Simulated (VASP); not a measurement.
A run of VASP 6.6.1:

The input INCAR:

```
PREC     = Accurate       # precision mode
ENCUT    = 520            # plane-wave cutoff, eV
EDIFF    = 1E-7           # SCF threshold, eV
ISMEAR   = 0              # smearing method
SIGMA    = 0.1            # smearing width, eV
LREAL    = F              # projectors in reciprocal space
LASPH    = T              # aspherical terms in the spheres
NELM     = 100            # most SCF steps
ALGO     = Normal         # electronic algorithm
ISIF     = 2              # what is computed and relaxed
LWAVE    = F              # write WAVECAR
LCHARG   = F              # write CHGCAR
GGA      = PE             # functional
NBANDS   = 41             # bands
```

Contents of KPOINTS:

```
Automatic mesh
0
Gamma
  6 6 12
```

POSCAR

```
GaS3
1.0
    7.1332697096      0.0000000000      0.0000000000
   -3.5666348548      6.1775927805      0.0000000000
    0.0000000000      0.0000000000      3.3595229428
Ga S
2 6
Direct
    0.3333333333      0.6666666667      0.2500000000
    0.6666666667      0.3333333333      0.7500000000
    0.8155338041      0.6310676081      0.2500000000
    0.1844661959      0.8155338041      0.7500000000
    0.3689323919      0.1844661959      0.2500000000
    0.1844661959      0.3689323919      0.7500000000
    0.8155338041      0.1844661959      0.2500000000
    0.6310676081      0.8155338041      0.7500000000
```

Potentials or basis: VASP PAW PBE potentials, release 64 (Ga_d, S).

Command:

```sh
$ cat potpaw_PBE.64/Ga_d/POTCAR potpaw_PBE.64/S/POTCAR > POTCAR
$ mpirun -np 1 vasp_std > vasp.out
```

Hardware: 1 thread of Intel Xeon 8259CL, on a shared host.

**Question.** How long does it take, and how much memory?

**Answer.** Run time: 7.9 min on 1 thread of Intel Xeon 8259CL, on a shared host, peak memory 0.4 GiB. Counts: scf iterations 15, k points 49.
